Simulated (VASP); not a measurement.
# PbS (I4/mmm) in VASP: a series of runs

PbS is run at these levels: PBE+D3(BJ); tasks: single point.

All numbers are computed with VASP 6.6.1; they aren't measurements. Logs are shortened: lines on timing, memory, paths and dates and some standing lists are left out, and cuts for length are marked.

## Step 1: The cell of the first run

It takes space group I4/mmm (No. 139, tetragonal). Conventional cell: a = 3.983 Å, b = 3.983 Å, c = 5.782 Å, α = 90.00°, β = 90.00°, γ = 90.00°. Within 3.7 Å of Pb (site symmetry 4/mmm) lie 6 S at 2.82 to 2.89 Å. S (site symmetry 4/mmm) has 6 Pb at 2.82 to 2.89 Å within 3.7 Å.

## Step 2: Single point, PBE+D3(BJ) (strain -0.050 along x and y, -0.025 along z)

The input, INCAR:

```
PREC = Accurate
ENCUT = 520
EDIFF = 1E-7
ISMEAR = 0
SIGMA = 0.03
LREAL = F
LASPH = T
NELM = 80
ALGO = Normal
ISIF = 2
LWAVE = F
LCHARG = T
GGA = PE
IVDW = 12
LELF = T
LVHAR = T
NBANDS = 17
```

The input, KPOINTS:

```
Automatic mesh
0
Gamma
  10 10 10
```

The input, POSCAR:

```
PbS
1.0
    0.0000000000      2.8167500000      2.8908750000
    2.8167500000      0.0000000000      2.8908750000
    2.8167500000      2.8167500000      0.0000000000
Pb S
1 1
Direct
    0.0000000000      0.0000000000      0.0000000000
    0.5000000000      0.5000000000      0.5000000000
```

Potentials or basis: VASP PAW PBE potentials, release 64 (Pb_d, S).

The run is started by

```
cat potpaw_PBE.64/Pb_d/POTCAR potpaw_PBE.64/S/POTCAR > POTCAR
mpirun -np 1 vasp_std > vasp.out
```

OUTCAR:

```text
PREC = Accurate
   ENCUT = 520
   EDIFF = 1E-7
   ISMEAR = 0
   LREAL = F
   LASPH = T
   NELM = 80
   ISIF = 2
   GGA = PE
   IVDW = 12
 IVDW          = 12

 ion  position               nearest neighbor table
   1  0.000  0.000  0.000-   2 2.82   2 2.82   2 2.82   2 2.82   2 2.89   2 2.89
   2  0.500  0.500  0.500-   1 2.82   1 2.82   1 2.82   1 2.82   1 2.89   1 2.89

  LATTYP: Found a body centered tetragonal cell.
 ALAT       =     3.9834860518
 C/A-ratio  =     1.4514297088

  Lattice vectors:

 A1 = (  -2.8167500000,   0.0000000000,   2.8908750000)
 A2 = (   2.8167500000,   0.0000000000,   2.8908750000)
 A3 = (   0.0000000000,   2.8167500000,  -2.8908750000)

Analysis of symmetry for initial positions (statically):
=====================================================================
 Subroutine PRICEL returns:
 Original cell was already a primitive cell.

 Routine SETGRP: Setting up the symmetry group for a
 body centered tetragonal supercell.

 Subroutine GETGRP returns: Found 16 space group operations
 (whereof 16 operations were pure point group operations)
 out of a pool of 16 trial point group operations.

The static configuration has the point symmetry D_4h.

Analysis of symmetry for dynamics (positions and initial velocities):
=====================================================================
 Subroutine PRICEL returns:
 Original cell was already a primitive cell.

 Routine SETGRP: Setting up the symmetry group for a
 body centered tetragonal supercell.

 Subroutine GETGRP returns: Found 16 space group operations
 (whereof 16 operations were pure point group operations)
 out of a pool of 16 trial point group operations.

The dynamic configuration has the point symmetry D_4h.

 Subroutine INISYM returns: Found 16 space group operations
 (whereof 16 operations are pure point group operations),
 and found     1 'primitive' translations

----------------------------------------------------------------------------------------

                                     Primitive cell

  volume of cell :      45.8729

  direct lattice vectors                    reciprocal lattice vectors
     0.000000000  2.816750000  2.890875000    -0.177509541  0.177509541  0.172958014
     2.816750000  0.000000000  2.890875000     0.177509541 -0.177509541  0.172958014
     2.816750000  2.816750000  0.000000000     0.177509541  0.177509541 -0.172958014

  length of vectors
     4.036240680  4.036240680  3.983486052     0.304850372  0.304850372  0.304850372

  position of ions in fractional coordinates (direct lattice)
     0.000000000  0.000000000  0.000000000
     0.500000000  0.500000000  0.500000000

  ion indices of the primitive-cell ions
   primitive index   ion index
                 1           1
                 2           2

----------------------------------------------------------------------------------------

 KPOINTS: Automatic mesh

Automatic generation of k-mesh.
 Grid dimensions read from file:
 generate k-points for:   10   10   10

 Generating k-lattice:

  Cartesian coordinates                     Fractional coordinates (reciprocal lattice)
    -0.017750954  0.017750954  0.017295801     0.100000000  0.000000000  0.000000000
     0.017750954 -0.017750954  0.017295801     0.000000000  0.100000000  0.000000000
     0.017750954  0.017750954 -0.017295801     0.000000000  0.000000000  0.100000000

  Length of vectors
     0.030485037  0.030485037  0.030485037

  Shift w.r.t. Gamma in fractional coordinates (k-lattice)
     0.000000000  0.000000000  0.000000000

 Subroutine IBZKPT returns following result:
 ===========================================

 Found    102 irreducible k-points:

 Following reciprocal coordinates:
            Coordinates               Weight
  0.000000  0.000000  0.000000      1.000000
  0.100000  0.000000  0.000000      8.000000
  0.200000  0.000000  0.000000      8.000000
  0.300000  0.000000  0.000000      8.000000
  0.400000  0.000000  0.000000      8.000000
  0.500000  0.000000  0.000000      4.000000
[... 16 lines left out ...]
[... 51 lines left out ...]
      1      -9.4810      2.00000
      2      -9.4696      2.00000
      3      -9.4564      2.00000
      4      -9.4564      2.00000
      5      -9.4427      2.00000
      6      -7.0943      2.00000
[... 9 lines left out ...]
     16      15.1159      0.00000
     17      16.9001      0.00000

 k-point     8 :       0.2000    0.1000    0.0000
  band No.  band energies     occupation
      1      -9.5005      2.00000
      2      -9.4698      2.00000
      3      -9.4556      2.00000
      4      -9.4460      2.00000
      5      -9.4327      2.00000
      6      -6.8567      2.00000
[... 9 lines left out ...]
     16      15.6496      0.00000
     17      18.0586      0.00000
[... 203 lines left out ...]
      1      -9.5897      2.00000
      2      -9.4720      2.00000
      3      -9.4573      2.00000
      4      -9.4140      2.00000
      5      -9.3876      2.00000
      6      -5.4698      2.00000
[... 9 lines left out ...]
     16      18.1628      0.00000
     17      18.6413      0.00000

 k-point    20 :      -0.4000    0.2000    0.0000
  band No.  band energies     occupation
      1      -9.5695      2.00000
      2      -9.4839      2.00000
      3      -9.4482      2.00000
      4      -9.4128      2.00000
      5      -9.3955      2.00000
      6      -5.3850      2.00000
[... 9 lines left out ...]
     16      17.1128      0.00000
     17      19.4687      0.00000

 k-point    21 :      -0.3000    0.2000    0.0000
  band No.  band energies     occupation
      1      -9.5380      2.00000
      2      -9.4885      2.00000
      3      -9.4522      2.00000
      4      -9.4121      2.00000
      5      -9.4076      2.00000
      6      -5.7055      2.00000
[... 9 lines left out ...]
     16      17.8488      0.00000
     17      18.7629      0.00000

 k-point    22 :      -0.2000    0.2000    0.0000
  band No.  band energies     occupation
      1      -9.5058      2.00000
      2      -9.4859      2.00000
      3      -9.4609      2.00000
      4      -9.4296      2.00000
      5      -9.4068      2.00000
      6      -6.1818      2.00000
[... 9 lines left out ...]
     16      17.4202      0.00000
     17      17.7312      0.00000

 k-point    23 :       0.3000    0.3000    0.0000
  band No.  band energies     occupation
      1      -9.6310      2.00000
      2      -9.4923      2.00000
      3      -9.4219      2.00000
      4      -9.4045      2.00000
      5      -9.4045      2.00000
      6      -6.0370      2.00000
[... 9 lines left out ...]
     16      18.5483      0.00000
     17      18.5484      0.00000

 k-point    24 :       0.4000    0.3000    0.0000
  band No.  band energies     occupation
      1      -9.6648      2.00000
      2      -9.4919      2.00000
      3      -9.4267      2.00000
      4      -9.3953      2.00000
      5      -9.3882      2.00000
      6      -5.6507      2.00000
[... 9 lines left out ...]
     16      18.8558      0.00000
     17      19.3708      0.00000

 [... further k-points ...]

------------------------ aborting loop because EDIFF is reached ----------------------------------------

 Edisp (eV)   -0.79133

 E8    (eV) :    -0.3553

  FORCE on cell =-STRESS in cart. coord.  units (eV):
  Direction    XX          YY          ZZ          XY          YZ          ZX
  --------------------------------------------------------------------------------------
  -------------------------------------------------------------------------------------
  Total       3.33680     3.33680     1.73214     0.00000    -0.00000     0.00000
  in kB     116.54265   116.54265    60.49767     0.00000    -0.00000     0.00000
  external pressure =       97.86 kB  Pullay stress =        0.00 kB

 VOLUME and BASIS-vectors are now :
 -----------------------------------------------------------------------------
  energy-cutoff  :      520.00
  volume of cell :       45.87
      direct lattice vectors                 reciprocal lattice vectors
     0.000000000  2.816750000  2.890875000    -0.177509541  0.177509541  0.172958014
     2.816750000  0.000000000  2.890875000     0.177509541 -0.177509541  0.172958014
     2.816750000  2.816750000  0.000000000     0.177509541  0.177509541 -0.172958014

 POSITION                                       TOTAL-FORCE (eV/Angst)
 -----------------------------------------------------------------------------------
      0.00000      0.00000      0.00000         0.000000     -0.000000     -0.000000
      2.81675      2.81675      2.89087        -0.000000      0.000000      0.000000
 -----------------------------------------------------------------------------------
    total drift:                               -0.000000      0.000000      0.000000

  FREE ENERGIE OF THE ION-ELECTRON SYSTEM (eV)
  ---------------------------------------------------
  free  energy   TOTEN  =        -9.2625719192 eV

  energy  without entropy=       -9.2625719191  energy(sigma->0) =       -9.26257192
```

Wall time 2.4 min (1 thread of Intel Xeon 8259CL, shared host); peak memory 0.23 GiB.

What came out:

| Item | Value |
| --- | --- |
| Free energy | -9.2626 eV |
| Pressure | 9.8 GPa |
| Band gap on the k mesh | 0.23 eV |
| Dispersion energy per atom | -0.396 eV |

Stress tensor (GPa, compression positive):
```
11.65  0.00  0.00
 0.00 11.65  0.00
 0.00  0.00  6.05
```

Levels at points of the mesh, in eV from the valence-band top:
| k point | band 6 | band 7 | band 8 | band 9 | band 10 | band 11 | band 12 | band 13 | band 14 | band 15 |
| --- | --- | --- | --- | --- | --- | --- | --- | --- | --- | --- |
| (0.00, 0.00, 0.00) | -14.86 | -5.76 | -2.93 | -2.93 | -2.71 | 5.18 | 5.84 | 5.84 | 6.27 | 6.44 |
| (0.50, 0.00, 0.00) | -13.27 | -9.70 | -2.38 | -2.29 | 0.00 | 0.23 | 1.56 | 1.73 | 8.82 | 9.79 |
| (0.50, 0.50, 0.00) | -12.68 | -7.29 | -6.35 | -4.29 | -4.29 | 3.35 | 5.83 | 6.31 | 6.31 | 11.32 |
| (0.50, 0.00, 0.50) | -12.48 | -7.47 | -6.39 | -4.50 | -4.21 | 3.23 | 5.84 | 6.12 | 6.47 | 11.20 |

Caveat: the cell differs from its parent crystal (strain -0.050 along x and y, -0.025 along z); the stress differs along the axes, from 6 to 12 GPa; spin-orbit coupling is left out, which moves the levels of the heavy elements. A k mesh can miss the band edges.

## Step 3: Single point, PBE+D3(BJ) (strain -0.050 along x and y, +0.000 along z)

The input, INCAR:

```
SYSTEM = PbS
PREC = Accurate ; ENCUT = 520
EDIFF = 1E-6 ; ISMEAR = 0
SIGMA = 0.03 ; LREAL = .False.
LASPH = .True. ; NELM = 80
ALGO = Normal ; ISIF = 2
LWAVE = .False. ; LCHARG = .True.
GGA = PE ; IVDW = 12
LELF = .True. ; LVHAR = .True.
NBANDS = 17
```

The input, KPOINTS:

```
Automatic mesh
0
Gamma
  10 10 10
  0 0 0
```

The input, POSCAR:

```
PbS
1.0
    0.0000000000      2.8167500000      2.9650000000
    2.8167500000      0.0000000000      2.9650000000
    2.8167500000      2.8167500000      0.0000000000
Pb S
1 1
Direct
    0.0000000000      0.0000000000      0.0000000000
    0.5000000000      0.5000000000      0.5000000000
```

Potentials or basis: VASP PAW PBE potentials, release 64 (Pb_d, S).

The run is started by

```
cat potpaw_PBE.64/Pb_d/POTCAR potpaw_PBE.64/S/POTCAR > POTCAR
mpirun -np 1 vasp_std > vasp.out
```

It took 1.7 min on 1 thread of Intel Xeon 8259CL, shared host; peak memory 0.23 GiB.

The run converged. Its results:

```
Free energy                : -9.2898 eV
Pressure                   : 7.8 GPa
Band gap on the k mesh     : 0.16 eV
Dispersion energy per atom : -0.386 eV
```

Stress tensor (GPa, compression positive):
```
11.04  0.00  0.00
 0.00 11.04  0.00
 0.00  0.00  1.44
```

Levels at points of the mesh, in eV from the valence-band top:
| k point | band 7 | band 8 | band 9 | band 10 | band 11 | band 12 | band 13 | band 14 |
| --- | --- | --- | --- | --- | --- | --- | --- | --- |
| (0.00, 0.00, 0.00) | -5.86 | -2.92 | -2.92 | -2.51 | 4.67 | 5.92 | 5.92 | 6.19 |
| (0.50, 0.00, 0.00) | -9.59 | -2.37 | -2.21 | 0.00 | 0.16 | 1.53 | 1.83 | 8.72 |
| (0.50, 0.50, 0.00) | -7.17 | -6.14 | -4.14 | -4.14 | 3.49 | 5.49 | 6.27 | 6.27 |
| (0.50, 0.00, 0.50) | -7.52 | -6.23 | -4.53 | -3.98 | 3.27 | 5.35 | 6.07 | 6.56 |

Caveat: the cell differs from its parent crystal (strain -0.050 along x and y, +0.000 along z); the stress differs along the axes, from 1 to 11 GPa; spin-orbit coupling is left out, which moves the levels of the heavy elements. A k mesh can miss the band edges.

## Step 4: Single point, PBE+D3(BJ) (strain -0.025 along x and y, -0.050 along z)

The input, INCAR:

```
ALGO = Normal
EDIFF = 1E-6
ENCUT = 520
GGA = PE
ISIF = 2
ISMEAR = 0
IVDW = 12
LASPH = True
LCHARG = False
LREAL = False
LWAVE = False
NBANDS = 17
NELM = 60
PREC = Accurate
SIGMA = 0.03
```

The input, KPOINTS:

```
k-points
0
Gamma
  10 10 10
```

The input, POSCAR:

```
PbS
1.0
    0.0000000000      2.8908750000      2.8167500000
    2.8908750000      0.0000000000      2.8167500000
    2.8908750000      2.8908750000      0.0000000000
Pb S
1 1
Direct
    0.0000000000      0.0000000000      0.0000000000
    0.5000000000      0.5000000000      0.5000000000
```

The run is started by

```
cat potpaw_PBE.64/Pb_d/POTCAR potpaw_PBE.64/S/POTCAR > POTCAR
mpirun -np 1 vasp_std > vasp.out
```

It took 1.7 min on 1 thread of Intel Xeon 8259CL, shared host; peak memory 0.23 GiB.

It converged, with:

| Property | Result |
| --- | --- |
| Free energy | -9.3270 eV |
| Pressure | 7.4 GPa |
| Band gap on the k mesh | 0.10 eV |
| Dispersion energy per atom | -0.385 eV |

Stress tensor (GPa, compression positive):
```
 5.57  0.00  0.00
 0.00  5.57  0.00
 0.00  0.00 11.04
```

Levels at points of the mesh, in eV from the valence-band top:
| k point | band 7 | band 8 | band 9 | band 10 | band 11 | band 12 | band 13 | band 14 |
| --- | --- | --- | --- | --- | --- | --- | --- | --- |
| (0.00, 0.00, 0.00) | -5.90 | -2.94 | -2.71 | -2.71 | 5.23 | 5.23 | 5.91 | 6.33 |
| (0.50, 0.00, 0.00) | -9.59 | -2.34 | -2.27 | 0.00 | 0.10 | 1.54 | 1.74 | 8.71 |
| (0.50, 0.50, 0.00) | -7.55 | -6.24 | -4.27 | -4.27 | 3.23 | 5.92 | 5.92 | 6.05 |
| (0.50, 0.00, 0.50) | -7.38 | -6.19 | -4.35 | -4.06 | 3.36 | 5.76 | 5.76 | 6.39 |

Caveat: the cell differs from its parent crystal (strain -0.025 along x and y, -0.050 along z); the stress differs along the axes, from 6 to 11 GPa; spin-orbit coupling is left out, which moves the levels of the heavy elements. A k mesh can miss the band edges.

## Step 5: Single point, PBE+D3(BJ) (strain -0.025 along x and y, +0.000 along z)

The input, INCAR:

```
PREC = Accurate
ENCUT = 520
EDIFF = 1E-6
ISMEAR = 0
SIGMA = 0.03
LREAL = F
LASPH = T
NELM = 60
ALGO = Normal
ISIF = 2
LWAVE = F
LCHARG = F
GGA = PE
IVDW = 12
NBANDS = 17
```

The input, KPOINTS:

```
Automatic mesh
0
Gamma
  10 10 10
```

The input, POSCAR:

```
PbS
1.0
    0.0000000000      2.8908750000      2.9650000000
    2.8908750000      0.0000000000      2.9650000000
    2.8908750000      2.8908750000      0.0000000000
Pb S
1 1
Direct
    0.0000000000      0.0000000000      0.0000000000
    0.5000000000      0.5000000000      0.5000000000
```

The run is started by

```
cat potpaw_PBE.64/Pb_d/POTCAR potpaw_PBE.64/S/POTCAR > POTCAR
mpirun -np 1 vasp_std > vasp.out
```

It took 80 s on 1 thread of Intel Xeon 8259CL, shared host; peak memory 0.25 GiB.

The run converged. Its results:

- Free energy: -9.4122 eV
- Pressure: 3.4 GPa
- Band gap on the k mesh: 0.14 eV
- Dispersion energy per atom: -0.366 eV

Stress tensor (GPa, compression positive):
```
4.76 0.00 0.00
0.00 4.76 0.00
0.00 0.00 0.76
```

Levels at points of the mesh, in eV from the valence-band top:
```tsv
k point	band 8	band 9	band 10	band 11	band 12	band 13
(0.00, 0.00, 0.00)	-2.59	-2.59	-2.39	4.89	5.49	5.49
(0.50, 0.00, 0.00)	-2.12	-2.05	0.00	0.14	1.69	1.84
(0.50, 0.50, 0.00)	-5.71	-3.84	-3.84	3.62	5.48	5.91
(0.50, 0.00, 0.50)	-5.75	-4.02	-3.76	3.51	5.47	5.77
```

Caveat: the cell differs from its parent crystal (strain -0.025 along x and y, +0.000 along z); the cell stands under pressure; spin-orbit coupling is left out, which moves the levels of the heavy elements.

## Step 6: Single point, PBE+D3(BJ) (strain -0.025 along x and y, +0.025 along z)

The input, INCAR:

```
SYSTEM = PbS
PREC     = Accurate       ! precision mode
ENCUT    = 520            ! plane-wave cutoff, eV
EDIFF    = 1E-6           ! SCF threshold, eV
ISMEAR   = 0              ! smearing method
SIGMA    = 0.03           ! smearing width, eV
LREAL    = .FALSE.        ! projectors in reciprocal space
LASPH    = .TRUE.         ! aspherical terms in the spheres
NELM     = 100            ! most SCF steps
ALGO     = Normal         ! electronic algorithm
ISIF     = 2              ! what is computed and relaxed
LWAVE    = .FALSE.        ! write WAVECAR
LCHARG   = .TRUE.         ! write CHGCAR
GGA      = PE             ! functional
IVDW     = 12             ! dispersion correction
LELF     = .TRUE.         ! ELF
LVHAR    = .TRUE.       
NBANDS   = 17             ! bands
```

The input, KPOINTS:

```
Automatic mesh
0
G
  10 10 10
  0 0 0
```

The input, POSCAR:

```
PbS
1.0
    0.0000000000      2.8908750000      3.0391250000
    2.8908750000      0.0000000000      3.0391250000
    2.8908750000      2.8908750000      0.0000000000
Pb S
1 1
Direct
    0.0000000000      0.0000000000      0.0000000000
    0.5000000000      0.5000000000      0.5000000000
```

Potentials or basis: VASP PAW PBE potentials, release 64 (Pb_d, S).

The run is started by

```
cat potpaw_PBE.64/Pb_d/POTCAR potpaw_PBE.64/S/POTCAR > POTCAR
mpirun -np 1 vasp_std > vasp.out
```

Run time: 77 s. Hardware: 1 thread of Intel Xeon 8259CL, shared host; peak memory 0.25 GiB.

Results (log left out):

```yaml
Free_energy: -9.4055 eV
Pressure: 2.0 GPa
Band_gap_on_the_k_mesh: 0.19 eV
Dispersion_energy_per_atom: -0.357 eV
```

Stress tensor (GPa, compression positive):
```
 4.31  0.00  0.00
 0.00  4.31  0.00
 0.00  0.00 -2.48
```

Levels at points of the mesh, in eV from the valence-band top:
```csv
k point,band 8,band 9,band 10,band 11,band 12,band 13
"(0.00, 0.00, 0.00)",-2.53,-2.53,-2.15,4.49,5.61,5.61
"(0.50, 0.00, 0.00)",-2.05,-1.92,0.00,0.19,1.70,1.98
"(0.50, 0.50, 0.00)",-5.46,-3.64,-3.64,3.80,5.21,5.92
"(0.50, 0.00, 0.50)",-5.55,-4.00,-3.48,3.60,5.08,5.78
```

Caveat: the cell differs from its parent crystal (strain -0.025 along x and y, +0.025 along z); the stress differs along the axes, from -2 to 4 GPa; spin-orbit coupling is left out, which moves the levels of the heavy elements. A k mesh can miss the band edges.

## Step 7: Summary

```tsv
cell	gap on the mesh (eV)	pressure (GPa)
a = 4.036, b = 4.036, c = 3.983 Å, angles 60.4, 60.4, 59.1°, 2 atoms	0.23	9.8
a = 4.090, b = 4.090, c = 3.983 Å, angles 60.9, 60.9, 58.3°, 2 atoms	0.16	7.8
a = 4.036, b = 4.036, c = 4.088 Å, angles 59.6, 59.6, 60.9°, 2 atoms	0.10	7.4
a = 4.141, b = 4.141, c = 4.088 Å, angles 60.4, 60.4, 59.2°, 2 atoms	0.14	3.4
a = 4.194, b = 4.194, c = 4.088 Å, angles 60.8, 60.8, 58.3°, 2 atoms	0.19	2.0
```

Alike in all rows: task single point; level PBE+D3(BJ); potentials or basis VASP PAW PBE potentials, release 64 (Pb_d, S); no spin polarisation; k mesh 10 × 10 × 10; cutoff (eV) 520; smearing gaussian 0.03 eV.

Caveats: spin-orbit coupling is left out, which moves the levels of the heavy elements; the stress differs along the axes, from 6 to 12 GPa (at least some runs); the stress differs along the axes, from 1 to 11 GPa (at least some runs); the stress differs along the axes, from 6 to 11 GPa (at least some runs); the cell stands under pressure (at least some runs); the stress differs along the axes, from -2 to 4 GPa (at least some runs).

Total energies depend on the potentials used, so only differences within one code and one set of settings carry meaning.
